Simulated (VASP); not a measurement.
# ZrTiSe3 (Pm-3m) in VASP: single point with PBE

Aim: the single point of ZrTiSe3 with PBE.

Everything below comes from runs of VASP 6.6.1. Logs are shortened: lines on timing, memory, paths and dates and some standing lists are left out, and cuts for length are marked.

## (1) The cell of the first run

It takes space group Pm-3m (No. 221, cubic). Conventional cell: a = 5.174 Å, b = 5.174 Å, c = 5.174 Å, α = 90.00°, β = 90.00°, γ = 90.00°. Within 3.4 Å of Zr (site symmetry m-3m) lie 6 Se at 2.59 Å. Within 4.8 Å of Ti (site symmetry m-3m) lie 12 Se at 3.66 Å and 8 Zr at 4.48 Å. Se (site symmetry 4/mmm) has 2 Zr at 2.59 Å within 3.4 Å.

The cell was built from a structure type or drawn by symmetry, and may not be a known phase.

## (2) Single point, PBE, collinear spin

INCAR

```
SYSTEM = ZrTiSe3
PREC = Accurate
ENCUT = 520
EDIFF = 1E-7
ISMEAR = 0
SIGMA = 0.1
LREAL = .False.
LASPH = .True.
NELM = 150
ALGO = Normal
ISIF = 2
LWAVE = .False.
LCHARG = .False.
ISPIN = 2
MAGMOM = 0 2.24 0 0 0
LORBIT = 11
LMAXMIX = 4
GGA = PE
NBANDS = 33
```

KPOINTS

```
regular mesh
0
Gamma
  8 8 8
  0 0 0
```

POSCAR

```
ZrTiSe3
1.0
    5.1741850850      0.0000000000      0.0000000000
    0.0000000000      5.1741850850      0.0000000000
    0.0000000000      0.0000000000      5.1741850850
Zr Ti Se
1 1 3
Direct
    0.5000000000      0.5000000000      0.5000000000
    0.0000000000      0.0000000000      0.0000000000
    0.0000000000      0.5000000000      0.5000000000
    0.5000000000      0.0000000000      0.5000000000
    0.5000000000      0.5000000000      0.0000000000
```

Potentials or basis: VASP PAW PBE potentials, release 64 (Zr_sv, Ti_sv, Se).

The run is started by

```sh
$ cat potpaw_PBE.64/Zr_sv/POTCAR potpaw_PBE.64/Ti_sv/POTCAR potpaw_PBE.64/Se/POTCAR > POTCAR
$ mpirun -np 1 vasp_std > vasp.out
```

OUTCAR:

```text
SYSTEM = ZrTiSe3
   PREC = Accurate
   ENCUT = 520
   EDIFF = 1E-7
   ISMEAR = 0
   LREAL = .False.
   LASPH = .True.
   NELM = 150
   ISIF = 2
   ISPIN = 2
   LORBIT = 11
   GGA = PE

 ion  position               nearest neighbor table
   1  0.500  0.500  0.500-   3 2.59   4 2.59   5 2.59   5 2.59   4 2.59   3 2.59
   2  0.000  0.000  0.000-
   3  0.000  0.500  0.500-   1 2.59   1 2.59
   4  0.500  0.000  0.500-   1 2.59   1 2.59
   5  0.500  0.500  0.000-   1 2.59   1 2.59

  LATTYP: Found a simple cubic cell.
 ALAT       =     5.1741850850

  Lattice vectors:

 A1 = (   5.1741850850,   0.0000000000,   0.0000000000)
 A2 = (   0.0000000000,   5.1741850850,   0.0000000000)
 A3 = (   0.0000000000,   0.0000000000,   5.1741850850)

Analysis of symmetry for initial positions (statically):
=====================================================================
 Subroutine PRICEL returns:
 Original cell was already a primitive cell.

 Routine SETGRP: Setting up the symmetry group for a
 simple cubic supercell.

 Subroutine GETGRP returns: Found 48 space group operations
 (whereof 48 operations were pure point group operations)
 out of a pool of 48 trial point group operations.

The static configuration has the point symmetry O_h .

Analysis of symmetry for dynamics (positions and initial velocities):
=====================================================================
 Subroutine PRICEL returns:
 Original cell was already a primitive cell.

 Routine SETGRP: Setting up the symmetry group for a
 simple cubic supercell.

 Subroutine GETGRP returns: Found 48 space group operations
 (whereof 48 operations were pure point group operations)
 out of a pool of 48 trial point group operations.

The dynamic configuration has the point symmetry O_h .

Analysis of structural, dynamic, and magnetic symmetry:
=====================================================================
 Subroutine PRICEL returns:
 Original cell was already a primitive cell.

 Routine SETGRP: Setting up the symmetry group for a
 simple cubic supercell.

 Subroutine GETGRP returns: Found 48 space group operations
 (whereof 48 operations were pure point group operations)
 out of a pool of 48 trial point group operations.

The overall configuration has the point symmetry O_h .

 Subroutine INISYM returns: Found 48 space group operations
 (whereof 48 operations are pure point group operations),
 and found     1 'primitive' translations

----------------------------------------------------------------------------------------

                                     Primitive cell

  volume of cell :     138.5243

  direct lattice vectors                    reciprocal lattice vectors
     5.174185085  0.000000000  0.000000000     0.193267149  0.000000000  0.000000000
     0.000000000  5.174185085  0.000000000     0.000000000  0.193267149  0.000000000
     0.000000000  0.000000000  5.174185085     0.000000000  0.000000000  0.193267149

  length of vectors
     5.174185085  5.174185085  5.174185085     0.193267149  0.193267149  0.193267149

  position of ions in fractional coordinates (direct lattice)
     0.500000000  0.500000000  0.500000000
     0.000000000  0.000000000  0.000000000
     0.000000000  0.500000000  0.500000000
     0.500000000  0.000000000  0.500000000
     0.500000000  0.500000000  0.000000000

  ion indices of the primitive-cell ions
   primitive index   ion index
                 1           1
                 2           2
                 3           3
                 4           4
                 5           5

----------------------------------------------------------------------------------------

 KPOINTS: regular mesh

Automatic generation of k-mesh.
 Grid dimensions read from file:
 generate k-points for:    8    8    8

 Generating k-lattice:

  Cartesian coordinates                     Fractional coordinates (reciprocal lattice)
     0.024158394  0.000000000  0.000000000     0.125000000  0.000000000  0.000000000
     0.000000000  0.024158394  0.000000000     0.000000000  0.125000000  0.000000000
     0.000000000  0.000000000  0.024158394     0.000000000  0.000000000  0.125000000

  Length of vectors
     0.024158394  0.024158394  0.024158394

  Shift w.r.t. Gamma in fractional coordinates (k-lattice)
     0.000000000  0.000000000  0.000000000

 Subroutine IBZKPT returns following result:
 ===========================================

 Found     35 irreducible k-points:

 Following reciprocal coordinates:
            Coordinates               Weight
  0.000000  0.000000  0.000000      1.000000
  0.125000  0.000000  0.000000      6.000000
  0.250000  0.000000  0.000000      6.000000
  0.375000  0.000000  0.000000      6.000000
  0.500000  0.000000  0.000000      3.000000
  0.125000  0.125000  0.000000     12.000000
[... 16 lines left out ...]
  0.375000  0.375000  0.125000     24.000000
  0.500000  0.375000  0.125000     24.000000
 [... further k-points ...]
   k-points           NKPTS =     35   k-points in BZ     NKDIM =     35   number of bands    NBANDS=     33
   number of dos      NEDOS =    301   number of ions     NIONS =      5
   total plane-waves  NPLWV =  64000
   dimension x,y,z NGX =    40 NGY =   40 NGZ =   40
   dimension x,y,z NGXF=    80 NGYF=   80 NGZF=   80
   ions per type =               1   1   3
   NGX,Y,Z   is equivalent  to a cutoff of  12.85, 12.85, 12.85 a.u.
   NGXF,Y,Z  is equivalent  to a cutoff of  25.70, 25.70, 25.70 a.u.
 SYSTEM =  ZrTiSe3
   PREC   = accura    normal or accurate (medium, high low for compatibility)
   ISTART =      0    job   : 0-new  1-cont  2-samecut
   ICHARG =      2    charge: 1-file 2-atom 10-const
   ISPIN  =      2    spin polarized calculation?
   LNONCOLLINEAR =      F non collinear calculations
   LSORBIT =      F    spin-orbit coupling
   LASPH  =      T    aspherical Exc in radial PAW
   ENCUT  =  520.0 eV  38.22 Ry    6.18 a.u.   9.62  9.62  9.62*2*pi/ulx,y,z
   NELM   =    150;   NELMIN=  2; NELMDL= -5     # of ELM steps
   EDIFF  = 0.1E-06   stopping-criterion for ELM
   LREAL  =      F    real-space projection
   EDIFFG = 0.1E-05   stopping-criterion for IOM
   NSW    =      0    number of steps for IOM
   IBRION =     -1    ionic relax: 0-MD 1-quasi-New 2-CG
   NFREE  =      0    steps in history (QN), initial steepest desc. (CG)
   ISIF   =      2    stress and relaxation
   ISYM   =      2    0-nonsym 1-usesym 2-fastsym
   POTIM  = 0.5000    time-step for ionic-motion
   TEBEG  =    0.0;   TEEND  =   0.0 temperature during run
   PSTRESS=    0.0 pullay stress
   NELECT =      42.0000    total number of electrons
   NUPDOWN=      -1.0000    fix difference up-down
   EMIN   =  10.00;   EMAX   =-10.00  energy-range for DOS
   EFERMI =   0.00;   METHOD = LEGACY
   ISMEAR =     0;   SIGMA  =   0.10  broadening in eV -4-tet -1-fermi 0-gaus
   EFERMI_NEDOS =   21; number of points for ismear=-14 and -15
   IALGO  =     38    algorithm
   IMIX   =      4    mixing-type and parameters
     AMIX     =   0.40;   BMIX     =  1.00
     AMIX_MAG =   1.60;   BMIX_MAG =  1.00
  volume/ion in A,a.u.               =      27.70       186.96
  Fermi-wavevector in a.u.,A,eV,Ry     =   1.099806  2.078331 16.457234  1.209573
  Thomas-Fermi vector in A             =   2.236206
   LORBIT       =     11    0 simple, 1 ext, 2 COOP (PROOUT), +10 PAW based schemes
   GGA     = PE    functional components
   LHFCALC =     F    Hartree Fock is set to
   AEXX    =    0.0000 exact exchange contribution
   IVDW    =     0    specifies the selected vdW correction
   LEPSILON=     F    determine dielectric tensor
   LRPA    =     F    only Hartree local field effects (RPA)
 spin polarized calculation
 Gauss-broadening in eV      SIGMA  =   0.10
  energy-cutoff  :      520.00
  volume of cell :      138.52
 maximum number of plane-waves:      3783
 NGX is ok and might be reduce to    40
   NGX = 19   NGY = 19   NGZ = 19

 number of electron      42.0000012 magnetization       1.9641835

 Free energy of the ion-electron system (eV)
  ---------------------------------------------------
  ext. energy  EPLUGINS =         0.00000000
  ---------------------------------------------------
  free energy    TOTEN  =       -28.35091749 eV

  energy without entropy =      -28.32977104  energy(sigma->0) =      -28.34034426

 E-fermi :   4.1166     XC(G=0):  -9.0871

 val. band max:        4.1138445686   @ k =   0.5000   0.3750   0.2500
 cond. band min:       4.1220254011   @ k =   0.2500   0.1250   0.1250
 fundamental gap:      0.0081808326
 Fermi energy:         4.1165630592

 spin component 1

 k-point     1 :       0.0000    0.0000    0.0000
  band No.  band energies     occupation
      1     -54.2570      1.00000
      2     -45.5422      1.00000
      3     -30.5531      1.00000
      4     -30.5530      1.00000
      5     -30.5530      1.00000
      6     -23.6306      1.00000
[... 853 lines left out ...]
     32       8.9742      0.00000
     33       9.3787      0.00000

 [... further k-points ...]

 spin component 2

 k-point     1 :       0.0000    0.0000    0.0000
  band No.  band energies     occupation
      1     -52.4962      1.00000
      2     -45.5211      1.00000
      3     -28.7964      1.00000
      4     -28.7964      1.00000
      5     -28.7964      1.00000
      6     -23.6052      1.00000
[... 853 lines left out ...]
     32       9.4464      0.00000
     33       9.8965      0.00000

 [... further k-points ...]

------------------------ aborting loop because EDIFF is reached ----------------------------------------

  FORCE on cell =-STRESS in cart. coord.  units (eV):
  Direction    XX          YY          ZZ          XY          YZ          ZX
  --------------------------------------------------------------------------------------
  -------------------------------------------------------------------------------------
  Total        0.0852829      0.0852829      0.0852829     -0.0000000     -0.0000000     -0.0000000
  in kB        0.9863853      0.9863853      0.9863853     -0.0000000     -0.0000000     -0.0000000
  external PRESSURE =       0.9863853 kB  Pullay stress =       0.0000000 kB

 VOLUME and BASIS-vectors are now :
 -----------------------------------------------------------------------------
  energy-cutoff  :      520.00
  volume of cell :      138.52
      direct lattice vectors                 reciprocal lattice vectors
     5.174185085  0.000000000  0.000000000     0.193267149  0.000000000  0.000000000
     0.000000000  5.174185085  0.000000000     0.000000000  0.193267149  0.000000000
     0.000000000  0.000000000  5.174185085     0.000000000  0.000000000  0.193267149

 POSITION                                       TOTAL-FORCE (eV/Angst)
 -----------------------------------------------------------------------------------
      2.58709      2.58709      2.58709         0.000000      0.000000      0.000000
      0.00000      0.00000      0.00000         0.000000      0.000000      0.000000
      0.00000      2.58709      2.58709         0.000000      0.000000      0.000000
      2.58709      0.00000      2.58709         0.000000      0.000000      0.000000
      2.58709      2.58709      0.00000         0.000000      0.000000      0.000000
 -----------------------------------------------------------------------------------
    total drift:                                0.000000      0.000000     -0.000000

  FREE ENERGIE OF THE ION-ELECTRON SYSTEM (eV)
  ---------------------------------------------------
  free  energy   TOTEN  =       -28.3509174905 eV

  energy  without entropy=      -28.3297710368  energy(sigma->0) =      -28.34034426

 total charge

# of ion       s       p       d       tot
------------------------------------------
    1        2.177   6.018   1.551   9.747
    2        2.049   5.951   1.966   9.967
    3        1.459   2.411   0.020   3.891
    4        1.459   2.411   0.020   3.891
    5        1.459   2.411   0.020   3.891
--------------------------------------------------
tot          8.604  19.203   3.578  31.386

 magnetization (x)

# of ion       s       p       d       tot
------------------------------------------
    1        0.001   0.000   0.032   0.033
    2        0.017   0.006   1.782   1.805
    3       -0.000  -0.069   0.001  -0.068
    4       -0.000  -0.069   0.001  -0.068
    5       -0.000  -0.069   0.001  -0.068
--------------------------------------------------
tot          0.016  -0.202   1.818   1.633
```

It took 6.9 min on 1 thread of Intel Xeon Platinum 8259CL at 2.50GHz (Skylake/Cascade Lake), shared host; peak memory 0.45 GiB.

What came out:

```yaml
Free_energy: -28.3509 eV
Pressure: 0.1 GPa
Band_gap_on_the_k_mesh: zero (filled and empty bands overlap)
Net_moment: 1.96 μB per cell
Site_moments: Zr +0.03; Ti +1.80; Se -0.07 μB
Valence_electrons_inside_the_program's_atomic_spheres: Zr 9.75; Ti 9.97; Se 3.89
```

Levels at points of the mesh, in eV from the Fermi level:
Spin up:
```csv
k point,band 19,band 20,band 21,band 22,band 23,band 24,band 25,band 26
"(0.00, 0.00, 0.00)",-0.76,-0.69,-0.69,-0.69,-0.36,-0.36,-0.36,-0.26
"(0.50, 0.00, 0.00)",-1.02,-1.02,-0.56,0.02,0.02,0.11,0.63,0.63
"(0.50, 0.50, 0.00)",-2.34,-0.79,-0.57,0.14,0.32,0.42,0.42,1.33
"(0.50, 0.50, 0.50)",-0.51,-0.17,-0.01,-0.01,-0.01,0.06,0.06,0.06
```
Spin down:
```csv
k point,band 17,band 18,band 19,band 20,band 21,band 22,band 23,band 24
"(0.00, 0.00, 0.00)",-1.44,-0.73,-0.73,-0.73,-0.06,-0.06,-0.06,0.54
"(0.50, 0.00, 0.00)",-2.94,-2.05,-1.00,-1.00,0.14,1.08,1.62,1.62
"(0.50, 0.50, 0.00)",-2.40,-2.40,-2.37,-0.24,1.22,1.42,1.42,1.70
"(0.50, 0.50, 0.50)",-4.07,-0.12,-0.12,-0.12,0.65,1.12,1.12,1.12
```
